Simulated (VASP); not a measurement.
Write the native input for VASP 6.6.1 that does the following.

```
Task                   : relaxation of cell and atoms
Functional             : RPBE
Potentials or basis    : VASP PAW PBE potentials, release 64 (Ti_sv, B)
Cutoff                 : 600 eV
k mesh                 : 13 × 13 × 10
Occupations            : methfessel-paxton, width 0.05 eV
Spin                   : no spin polarisation
Dipole correction      : no
Further INCAR settings : ALGO = Normal; EDIFF = 1e-06; IBRION = 2; EDIFFG = -0.01; NSW = 80; ISIF = 3
```

The structure of TiB2 lies in POSCAR:

```
TiB2
1.0
    3.0292000000      0.0000000000      0.0000000000
   -1.5146000000      2.6233640000      0.0000000000
    0.0000000000      0.0000000000      3.2284000000
Ti B
1 2
Direct
    0.0000000000      0.0000000000      0.0000000000
    0.3333333333      0.6666666667      0.5000000000
    0.6666666667      0.3333333333      0.5000000000
```

One way to write it, as run:

INCAR

```
SYSTEM = TiB2
PREC     = Accurate       ! precision mode
ENCUT    = 600            ! plane-wave cutoff, eV
EDIFF    = 1E-6           ! SCF threshold, eV
ISMEAR   = 1              ! smearing method
SIGMA    = 0.05           ! smearing width, eV
LREAL    = .False.        ! projectors in reciprocal space
LASPH    = .True.         ! aspherical terms in the spheres
NELM     = 60             ! most SCF steps
ALGO     = Normal         ! electronic algorithm
ISIF     = 3              ! what is computed and relaxed
LWAVE    = .False.        ! write WAVECAR
LCHARG   = .False.        ! write CHGCAR
GGA      = RP             ! functional
IBRION   = 2              ! ionic algorithm
NSW      = 80             ! ionic steps
EDIFFG   = -0.01          ! ionic threshold
```

KPOINTS

```
Automatic mesh
0
Gamma
  13 13 10
  0 0 0
```

Potentials or basis: VASP PAW PBE potentials, release 64 (Ti_sv, B).

Run with:

```sh
$ cat potpaw_PBE.64/Ti_sv/POTCAR potpaw_PBE.64/B/POTCAR > POTCAR
$ mpirun -np 1 vasp_std > vasp.out
```

Results of the run:

```
Relaxed volume                         : 8.72 Å³/atom
Relaxed cell                           : a = 3.049 Å, b = 3.049 Å, c = 3.250 Å, α = 90.00°, β = 90.00°, γ = 120.00°
Space group after relaxing (to 0.05 Å) : P6/mmm (No. 191)
Energy gained by relaxing              : 2.5 meV/atom
Ionic steps                            : 5
Pressure after relaxing                : -0.1 GPa
Band gap on the k mesh                 : zero (band 9 reaches 10.23 eV, above the bottom of band 10 at 9.72 eV)
```

Caveat: the PAW data sets were made with another functional, which shifts forces and pressure a little.

Run time: 47 s on 1 thread of Intel(R) Xeon(R) 6975P-C (Granite Rapids) (shared host), peak memory 0.19 GiB.
